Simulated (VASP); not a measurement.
# CdSiP2 (I-42d) in VASP: single point with PBE

Aim: the single point of CdSiP2 with PBE.

All numbers are computed with VASP 6.6.1; they aren't measurements. Logs are shortened: lines on timing, memory, paths and dates and some standing lists are left out, and cuts for length are marked.

**1. The cell of the first run**

The structure is tetragonal, space group I-42d (No. 122). The conventional cell has a = 5.687 Å, b = 5.687 Å, c = 10.497 Å, α = 90.00°, β = 90.00°, γ = 90.00°. Cd (site symmetry -4) has 4 P at 2.57 Å within 3.4 Å. Within 3.0 Å of Si (site symmetry -4) lie 4 P at 2.25 Å. Within 3.0 Å of P (site symmetry 2) lie 2 Si at 2.25 Å and 2 Cd at 2.57 Å.

**2. Single point, PBE**

Input file INCAR:

```
SYSTEM = CdSiP2
  PREC = Accurate
  ENCUT = 500
  EDIFF = 1E-6
  ISMEAR = 0
  SIGMA = 0.01
  LREAL = .FALSE.
  LASPH = .TRUE.
  NELM = 120
  ALGO = Normal
  ISIF = 2
  LWAVE = .FALSE.
  LCHARG = .FALSE.
  GGA = PE
  NBANDS = 36
  GGA_COMPAT = .FALSE.
```

Input file KPOINTS:

```
Automatic mesh
0
G
  6 6 6
  0 0 0
```

Input file POSCAR:

```
CdSiP2
1.0
   -2.8436137400      2.8436137400      5.2485579000
    2.8436137400     -2.8436137400      5.2485579000
    2.8436137400      2.8436137400     -5.2485579000
Cd Si P
2 2 4
Direct
    0.7500000000      0.2500000000      0.5000000000
    0.0000000000      0.0000000000      0.0000000000
    0.5000000000      0.5000000000      0.0000000000
    0.2500000000      0.7500000000      0.5000000000
    0.8750000000      0.8281283000      0.4531283000
    0.1718717000      0.6250000000      0.0468717000
    0.3750000000      0.4218717000      0.5468717000
    0.5781283000      0.1250000000      0.9531283000
```

Potentials or basis: VASP PAW PBE potentials, release 64 (Cd, Si, P).

Launch:

```sh
$ cat potpaw_PBE.64/Cd/POTCAR potpaw_PBE.64/Si/POTCAR potpaw_PBE.64/P/POTCAR > POTCAR
$ mpirun -np 1 vasp_std > vasp.out
```

OUTCAR:

```text
SYSTEM = CdSiP2
   PREC = Accurate
   ENCUT = 500
   EDIFF = 1E-6
   ISMEAR = 0
   LREAL = .FALSE.
   LASPH = .TRUE.
   NELM = 120
   ISIF = 2
   GGA = PE

 ion  position               nearest neighbor table
   1  0.750  0.250  0.500-   6 2.57   5 2.57   7 2.57   8 2.57
   2  0.000  0.000  0.000-   7 2.57   6 2.57   8 2.57   5 2.57
   3  0.500  0.500  0.000-   5 2.25   6 2.25   7 2.25   8 2.25
   4  0.250  0.750  0.500-   5 2.25   6 2.25   7 2.25   8 2.25
   5  0.875  0.828  0.453-   3 2.25   4 2.25   2 2.57   1 2.57
   6  0.172  0.625  0.047-   3 2.25   4 2.25   1 2.57   2 2.57
   7  0.375  0.422  0.547-   3 2.25   4 2.25   2 2.57   1 2.57
   8  0.578  0.125  0.953-   3 2.25   4 2.25   1 2.57   2 2.57

  LATTYP: Found a body centered tetragonal cell.
 ALAT       =     5.6872274800
 C/A-ratio  =     1.8457351736

  Lattice vectors:

 A1 = (  -2.8436137400,   2.8436137400,   5.2485579000)
 A2 = (   2.8436137400,  -2.8436137400,   5.2485579000)
 A3 = (   2.8436137400,   2.8436137400,  -5.2485579000)

Analysis of symmetry for initial positions (statically):
=====================================================================
 Subroutine PRICEL returns:
 Original cell was already a primitive cell.

 Routine SETGRP: Setting up the symmetry group for a
 body centered tetragonal supercell.

 Subroutine GETGRP returns: Found  8 space group operations
 (whereof  4 operations were pure point group operations)
 out of a pool of 16 trial point group operations.

The static configuration has the point symmetry S_4 .
 The point group associated with its full space group is D_2d.

Analysis of symmetry for dynamics (positions and initial velocities):
=====================================================================
 Subroutine PRICEL returns:
 Original cell was already a primitive cell.

 Routine SETGRP: Setting up the symmetry group for a
 body centered tetragonal supercell.

 Subroutine GETGRP returns: Found  8 space group operations
 (whereof  4 operations were pure point group operations)
 out of a pool of 16 trial point group operations.

The dynamic configuration has the point symmetry S_4 .
 The point group associated with its full space group is D_2d.

 Subroutine INISYM returns: Found  8 space group operations
 (whereof  4 operations are pure point group operations),
 and found     1 'primitive' translations

----------------------------------------------------------------------------------------

                                     Primitive cell

  volume of cell :     169.7623

  direct lattice vectors                    reciprocal lattice vectors
    -2.843613740  2.843613740  5.248557900     0.000000000  0.175832601  0.095264263
     2.843613740 -2.843613740  5.248557900     0.175832601  0.000000000  0.095264263
     2.843613740  2.843613740 -5.248557900     0.175832601  0.175832601  0.000000000

  length of vectors
     6.612082746  6.612082746  6.612082746     0.199980957  0.199980957  0.248664849

  position of ions in fractional coordinates (direct lattice)
     0.750000000  0.250000000  0.500000000
     0.000000000  0.000000000  0.000000000
     0.500000000  0.500000000  0.000000000
     0.250000000  0.750000000  0.500000000
     0.875000000  0.828128300  0.453128300
     0.171871700  0.625000000  0.046871700
     0.375000000  0.421871700  0.546871700
     0.578128300  0.125000000  0.953128300

  ion indices of the primitive-cell ions
   primitive index   ion index
                 1           1
                 2           2
                 3           3
                 4           4
                 5           5
                 6           6
                 7           7
                 8           8

----------------------------------------------------------------------------------------

 KPOINTS: Automatic mesh

Automatic generation of k-mesh.
 Grid dimensions read from file:
 generate k-points for:    6    6    6

 Generating k-lattice:

  Cartesian coordinates                     Fractional coordinates (reciprocal lattice)
     0.000000000  0.029305433  0.015877377     0.166666667  0.000000000  0.000000000
     0.029305433  0.000000000  0.015877377     0.000000000  0.166666667  0.000000000
     0.029305433  0.029305433  0.000000000     0.000000000  0.000000000  0.166666667

  Length of vectors
     0.033330160  0.033330160  0.041444141

  Shift w.r.t. Gamma in fractional coordinates (k-lattice)
     0.000000000  0.000000000  0.000000000

 Subroutine IBZKPT returns following result:
 ===========================================

 Found     30 irreducible k-points:

 Following reciprocal coordinates:
            Coordinates               Weight
  0.000000  0.000000  0.000000      1.000000
  0.166667  0.000000 -0.000000      8.000000
  0.333333  0.000000 -0.000000      8.000000
  0.500000  0.000000 -0.000000      4.000000
  0.166667  0.166667 -0.000000      8.000000
  0.333333  0.166667 -0.000000     16.000000
[... 16 lines left out ...]
 -0.333333 -0.333333  0.166667      8.000000
 -0.166667 -0.333333  0.166667      8.000000
 [... further k-points ...]
   k-points           NKPTS =     30   k-points in BZ     NKDIM =     30   number of bands    NBANDS=     36
   number of dos      NEDOS =    301   number of ions     NIONS =      8
   total plane-waves  NPLWV = 110592
   dimension x,y,z NGX =    48 NGY =   48 NGZ =   48
   dimension x,y,z NGXF=    96 NGYF=   96 NGZF=   96
   ions per type =               2   2   4
   NGX,Y,Z   is equivalent  to a cutoff of  12.07, 12.07, 12.07 a.u.
   NGXF,Y,Z  is equivalent  to a cutoff of  24.14, 24.14, 24.14 a.u.
 SYSTEM =  CdSiP2
   PREC   = accura    normal or accurate (medium, high low for compatibility)
   ISTART =      0    job   : 0-new  1-cont  2-samecut
   ICHARG =      2    charge: 1-file 2-atom 10-const
   ISPIN  =      1    spin polarized calculation?
   LNONCOLLINEAR =      F non collinear calculations
   LSORBIT =      F    spin-orbit coupling
   LASPH  =      T    aspherical Exc in radial PAW
   ENCUT  =  500.0 eV  36.75 Ry    6.06 a.u.  12.06 12.06 12.06*2*pi/ulx,y,z
   NELM   =    120;   NELMIN=  2; NELMDL= -5     # of ELM steps
   EDIFF  = 0.1E-05   stopping-criterion for ELM
   LREAL  =      F    real-space projection
   EDIFFG = 0.1E-04   stopping-criterion for IOM
   NSW    =      0    number of steps for IOM
   IBRION =     -1    ionic relax: 0-MD 1-quasi-New 2-CG
   NFREE  =      0    steps in history (QN), initial steepest desc. (CG)
   ISIF   =      2    stress and relaxation
   ISYM   =      2    0-nonsym 1-usesym 2-fastsym
   POTIM  = 0.5000    time-step for ionic-motion
   TEBEG  =    0.0;   TEEND  =   0.0 temperature during run
   PSTRESS=    0.0 pullay stress
   NELECT =      52.0000    total number of electrons
   NUPDOWN=      -1.0000    fix difference up-down
   EMIN   =  10.00;   EMAX   =-10.00  energy-range for DOS
   EFERMI =   0.00;   METHOD = LEGACY
   ISMEAR =     0;   SIGMA  =   0.01  broadening in eV -4-tet -1-fermi 0-gaus
   EFERMI_NEDOS =   21; number of points for ismear=-14 and -15
   IALGO  =     38    algorithm
   IMIX   =      4    mixing-type and parameters
     AMIX     =   0.40;   BMIX     =  1.00
     AMIX_MAG =   1.60;   BMIX_MAG =  1.00
  volume/ion in A,a.u.               =      21.22       143.20
  Fermi-wavevector in a.u.,A,eV,Ry     =   1.103559  2.085424 16.569752  1.217842
  Thomas-Fermi vector in A             =   2.240019
   LORBIT       =      0    0 simple, 1 ext, 2 COOP (PROOUT), +10 PAW based schemes
   GGA     = PE    functional components
   LHFCALC =     F    Hartree Fock is set to
   AEXX    =    0.0000 exact exchange contribution
   IVDW    =     0    specifies the selected vdW correction
   LEPSILON=     F    determine dielectric tensor
   LRPA    =     F    only Hartree local field effects (RPA)
 non-spin polarized calculation
 Gauss-broadening in eV      SIGMA  =   0.01
  energy-cutoff  :      500.00
  volume of cell :      169.76
 maximum number of plane-waves:      4352
   NGX = 25   NGY = 25   NGZ = 25

 number of electron      51.9999997 magnetization

 Free energy of the ion-electron system (eV)
  ---------------------------------------------------
  ext. energy  EPLUGINS =         0.00000000
  ---------------------------------------------------
  free energy    TOTEN  =       -35.56673714 eV

  energy without entropy =      -35.56673714  energy(sigma->0) =      -35.56673714

 E-fermi :   4.0342     XC(G=0):  -9.6168

 val. band max:        3.9919306854   @ k =   0.0000   0.0000   0.0000
 cond. band min:       5.3801657634   @ k =   0.0000   0.0000   0.0000
 fundamental gap:      1.3882350780
 Fermi energy:         4.0342302320

 k-point     1 :       0.0000    0.0000    0.0000
  band No.  band energies     occupation
      1      -8.6777      2.00000
      2      -6.1718      2.00000
      3      -6.1554      2.00000
      4      -6.1554      2.00000
      5      -4.7254      2.00000
      6      -4.1276      2.00000
[... 28 lines left out ...]
     35       9.0362      0.00000
     36       9.8754      0.00000

 k-point     2 :       0.1667    0.0000   -0.0000
  band No.  band energies     occupation
      1      -8.5774      2.00000
      2      -6.4151      2.00000
      3      -6.1987      2.00000
      4      -6.1817      2.00000
      5      -4.5787      2.00000
      6      -4.1351      2.00000
[... 28 lines left out ...]
     35       9.1975      0.00000
     36       9.6842      0.00000
[... 817 lines left out ...]
     35       9.1197      0.00000
     36       9.8736      0.00000

 k-point    24 :      -0.1667   -0.3333    0.1667
  band No.  band energies     occupation
      1      -8.3814      2.00000
      2      -6.8917      2.00000
      3      -6.2275      2.00000
      4      -6.1760      2.00000
      5      -4.4479      2.00000
      6      -4.1464      2.00000
[... 28 lines left out ...]
     35       8.7449      0.00000
     36       9.5455      0.00000

 [... further k-points ...]

------------------------ aborting loop because EDIFF is reached ----------------------------------------

  FORCE on cell =-STRESS in cart. coord.  units (eV):
  Direction    XX          YY          ZZ          XY          YZ          ZX
  --------------------------------------------------------------------------------------
  -------------------------------------------------------------------------------------
  Total        1.9128351      1.9128351      1.8247875      0.0000000      0.0000000      0.0000000
  in kB       18.0528980     18.0528980     17.2219251      0.0000000      0.0000000      0.0000000
  external PRESSURE =      17.7759070 kB  Pullay stress =       0.0000000 kB

 VOLUME and BASIS-vectors are now :
 -----------------------------------------------------------------------------
  energy-cutoff  :      500.00
  volume of cell :      169.76
      direct lattice vectors                 reciprocal lattice vectors
    -2.843613740  2.843613740  5.248557900     0.000000000  0.175832601  0.095264263
     2.843613740 -2.843613740  5.248557900     0.175832601  0.000000000  0.095264263
     2.843613740  2.843613740 -5.248557900     0.175832601  0.175832601  0.000000000

 POSITION                                       TOTAL-FORCE (eV/Angst)
 -----------------------------------------------------------------------------------
      0.00000      2.84361      2.62428        -0.000000      0.000000      0.000000
      0.00000      0.00000      0.00000        -0.000000      0.000000      0.000000
      0.00000      0.00000      5.24856        -0.000000      0.000000     -0.000000
      2.84361      0.00000      2.62428        -0.000000      0.000000      0.000000
      1.15524      1.42181      6.56070         0.070923      0.000000      0.000000
      1.42181     -1.15524      3.93642        -0.000000     -0.070923      0.000000
      1.68838      1.42181      1.31214        -0.070923      0.000000      0.000000
      1.42181      3.99885     -1.31214        -0.000000      0.070923      0.000000
 -----------------------------------------------------------------------------------
    total drift:                               -0.000001     -0.000001     -0.000001

  FREE ENERGIE OF THE ION-ELECTRON SYSTEM (eV)
  ---------------------------------------------------
  free  energy   TOTEN  =       -35.5667371412 eV

  energy  without entropy=      -35.5667371412  energy(sigma->0) =      -35.56673714
```

Run time: 2.1 min. Hardware: 1 thread of Intel Xeon Platinum 8488C (Sapphire Rapids), shared host; peak memory 0.41 GiB.

Results:

```yaml
Free_energy: -35.5667 eV
Pressure: 1.8 GPa
Largest_force: 0.071 eV/Å
Band_gap_on_the_k_mesh: 1.39 eV, direct
```

Forces in eV/Å, atoms in the order of the input:
```
Cd   0.000  0.000  0.000
Cd   0.000  0.000  0.000
Si   0.000  0.000  0.000
Si   0.000  0.000  0.000
P    0.071  0.000  0.000
P    0.000 -0.071  0.000
P   -0.071  0.000  0.000
P    0.000  0.071  0.000
```

Stress tensor (GPa, compression positive):
```
1.81 0.00 0.00
0.00 1.81 0.00
0.00 0.00 1.72
```

Levels at points of the mesh, in eV from the valence-band top:
```csv
k point,band 24,band 25,band 26,band 27,band 28,band 29
"(0.00, 0.00, 0.00)",-0.25,-0.25,0.00,1.39,1.97,2.00
"(0.50, 0.00, 0.00)",-1.56,-0.87,-0.50,2.48,2.80,2.98
"(0.50, 0.50, 0.00)",-0.87,-0.43,-0.43,1.91,1.91,3.00
"(0.50, 0.50, 0.50)",-1.82,-0.72,-0.72,1.99,1.99,2.04
```

A k mesh can miss the band edges. PBE gaps usually lie below the measured ones, often by a third to a half.
